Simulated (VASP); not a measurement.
Write the native input for VASP 6.6.1 that does the following.

| Property | Result |
| --- | --- |
| Task | relaxation of the atoms |
| Functional | PBEsol |
| Potentials or basis | VASP PAW PBE potentials, release 64 (La, B) |
| Cutoff | 450 eV |
| k mesh | 3 × 3 × 3 |
| Occupations | methfessel-paxton, width 0.15 eV |
| Spin | no spin polarisation |
| Dipole correction | no |
| Further INCAR settings | ALGO = Normal; EDIFF = 1e-07; IBRION = 2; EDIFFG = -0.01; NSW = 80 |

The structure of LaB6 lies in POSCAR:

```
LaB6
1.0
    4.1570000000      0.0000000000      0.0000000000
    0.0000000000      4.1570000000      0.0000000000
    0.0000000000      0.0000000000      4.1570000000
La B
1 6
Direct
    0.0000000000      0.0000000000      0.0000000000
    0.1975000000      0.5000000000      0.5000000000
    0.5000000000      0.1975000000      0.5000000000
    0.8025000000      0.5000000000      0.5000000000
    0.5000000000      0.8025000000      0.5000000000
    0.5000000000      0.5000000000      0.1975000000
    0.5000000000      0.5000000000      0.8025000000
```

These files were run (other wordings do the same):

INCAR

```
SYSTEM = LaB6
PREC = Accurate ; ENCUT = 450
EDIFF = 1E-7 ; ISMEAR = 1
SIGMA = 0.15 ; LREAL = .FALSE.
LASPH = .TRUE. ; NELM = 200
ALGO = Normal ; ISIF = 2
LWAVE = .FALSE. ; LCHARG = .FALSE.
GGA = PS ; IBRION = 2
NSW = 80 ; EDIFFG = -0.01
GGA_COMPAT = .FALSE. ; NELMIN = 4
LMAXMIX = 6
```

KPOINTS

```
regular mesh
0
G
  3 3 3
  0 0 0
```

Potentials or basis: VASP PAW PBE potentials, release 64 (La, B).

Run with:

```sh
$ cat potpaw_PBE.64/La/POTCAR potpaw_PBE.64/B/POTCAR > POTCAR
$ mpirun -np 1 vasp_std > vasp.out
```

It gave:

| Item | Value |
| --- | --- |
| Energy gained by relaxing | 3.4 meV/atom |
| Ionic steps | 3 |
| Pressure after relaxing | -2.4 GPa |

Caveat: the k points lie up to 0.50 Å⁻¹ apart; the PAW data sets were made with another functional, which shifts forces and pressure a little.

Wall time 35 s on 1 thread of AMD EPYC 7R43 64-Core Processor (Zen 3), on a shared host, peak memory 0.13 GiB.
